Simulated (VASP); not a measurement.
**Au: relaxation of cell and atoms with PBEsol**

The system is Au.

```
CELL_PARAMETERS angstrom
2.63784 0.00000 0.00000
0.00000 2.63784 0.00000
0.00000 0.00000 2.63784
ATOMIC_POSITIONS crystal
Au 0.00000 0.00000 0.00000
```

| Property | Result |
| --- | --- |
| Program | VASP 6.6.1 |
| Task | relaxation of cell and atoms |
| Functional | PBEsol |
| Potentials or basis | VASP PAW PBE potentials, release 64 (Au) |
| Cutoff | 600 eV |
| k mesh | 14 × 14 × 14 |
| Occupations | fermi-dirac, width 0.08 eV |
| Spin | no spin polarisation |
| Dipole correction | no |
| Further INCAR settings | ALGO = Normal; EDIFF = 1e-06; IBRION = 2; EDIFFG = -0.005; NSW = 60; ISIF = 3 |

```
Relaxed volume                         : 19.54 Å³/atom
Relaxed cell                           : a = 2.693 Å, b = 2.693 Å, c = 2.693 Å, α = 90.00°, β = 90.00°, γ = 90.00°
Space group after relaxing (to 0.05 Å) : Pm-3m (No. 221)
Energy gained by relaxing              : 33.3 meV/atom
Ionic steps                            : 4
Pressure after relaxing                : 0.0 GPa
```

Step by step:
```
step  energy change (eV)  largest force (eV/Å)  pressure (GPa)  volume (Å³)
   1              0.0000                0.0000            9.75        18.35
   2              0.0315                0.0000           -9.60        21.48
   3             -0.0333                0.0000           -0.19        19.56
   4             -0.0333                0.0000           -0.04        19.54
```

Final structure:
```
CELL_PARAMETERS angstrom
2.69334 0.00000 0.00000
0.00000 2.69334 0.00000
0.00000 0.00000 2.69334
ATOMIC_POSITIONS crystal
Au 0.00000 0.00000 0.00000
```

Levels at points of the mesh, in eV from the Fermi level:
| k point | band 1 | band 2 | band 3 | band 4 | band 5 | band 6 | band 7 | band 8 | band 9 |
| --- | --- | --- | --- | --- | --- | --- | --- | --- | --- |
| (0.00, 0.00, 0.00) | -8.25 | -5.97 | -5.97 | -1.33 | -1.33 | -1.33 | 14.21 | 14.21 | 14.21 |
| (0.50, 0.00, 0.00) | -6.04 | -5.53 | -2.93 | -2.93 | -1.18 | -0.69 | 2.38 | 16.45 | 18.78 |
| (0.50, 0.50, 0.00) | -5.93 | -5.15 | -2.64 | -2.64 | -0.09 | 3.84 | 3.84 | 7.01 | 11.80 |
| (0.50, 0.50, 0.50) | -5.18 | -5.18 | -5.18 | 0.01 | 0.01 | 8.72 | 8.72 | 8.72 | 10.04 |

It took 64 s on 1 thread of AMD EPYC 7R13, with other jobs on the host, peak memory 0.14 GiB.

Caveat: the PAW data sets were made with another functional, which shifts forces and pressure a little; spin-orbit coupling is left out, which moves the levels of the heavy elements.
